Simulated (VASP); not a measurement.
Here is a VASP 6.6.1 calculation.

INCAR

```
PREC = Accurate ; ENCUT = 520
EDIFF = 1E-7 ; ISMEAR = 0
SIGMA = 0.15 ; LREAL = F
LASPH = T ; NELM = 60
ALGO = Normal ; ISIF = 2
LWAVE = F ; LCHARG = T
GGA = PS ; IVDW = 12
LELF = T ; LVHAR = T
NBANDS = 14
```

KPOINTS

```
Automatic mesh
0
Gamma
  18 18 6
```

File POSCAR:

```
Al
1.0
    2.8748615688      0.0000000000      0.0000000000
   -1.4374307844      2.4897031510      0.0000000000
    0.0000000000      0.0000000000      9.2478546946
Al
4
Direct
    0.0000000000      0.0000000000      0.0000000000
    0.3333333333      0.6666666667      0.2500000000
    0.0000000000      0.0000000000      0.5000000000
    0.6666666667      0.3333333333      0.7500000000
```

Potentials or basis: VASP PAW PBE potentials, release 64 (Al).

Launch:

```bash
$ cat potpaw_PBE.64/Al/POTCAR > POTCAR
$ mpirun -np 1 vasp_std > vasp.out
```

**Question.** Predict the band gap on the k mesh.

**Answer.** Zero (bands 6 and 7 overlap by 5.66 eV).

**Question.** What does it give for the dispersion energy per atom?

**Answer.** -0.317 eV.

**Question.** What does it give for the pressure?

**Answer.** -4.6 GPa.

Stress tensor (GPa, compression positive):
```
-5.19  0.00  0.00
 0.00 -5.19  0.00
 0.00  0.00 -3.29
```

Caveat: the cell stands under tension; the PAW data sets were made with another functional, which shifts forces and pressure a little.
